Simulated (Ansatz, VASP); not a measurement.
**Two plane-wave programs on SnPb2O3**

```
CELL_PARAMETERS angstrom
5.02687 0.00000 0.00000
-2.51343 4.35339 0.00000
0.00000 0.00000 8.61366
ATOMIC_POSITIONS crystal
Sn 0.66667 0.33333 0.00000
Pb 0.66667 0.33333 0.50000
Pb 0.00000 0.00000 0.50000
O 0.33333 0.66667 0.50000
O 0.66667 0.33333 0.23009
O 0.66667 0.33333 0.76991
```

Alike in both runs: functional PBE; k mesh 12 × 12 × 6; occupations gaussian, width 0.1 eV; no spin polarisation.

Ansatz relaxed the structure, and its values are those at the end. VASP's run is a single point on that final structure, the one shown.

|  | VASP | Ansatz |
| --- | --- | --- |
| version | VASP 6.6.1 | Ansatz 0.2.0 |
| potentials or method | VASP PAW PBE potentials, release 64 (Sn_d, Pb_d, O), cutoff 520 eV | scalar-relativistic, plane waves, PAW |
| valence electrons in the cell | 60 | 60 |

VASP gave:

- gap on the k mesh at the Fermi level (eV): none
- pressure (GPa): 0.0
- rms of the force components (eV/Å): 0.025

Question: Estimate Ansatz's values.

Answer: gap on the k mesh at the Fermi level (eV): none; pressure (GPa): 0.0; rms of the force components (eV/Å): 0.002.

A gap of «none» marks a metal or a gap that the smearing closes.

Neither program's run includes spin-orbit coupling.
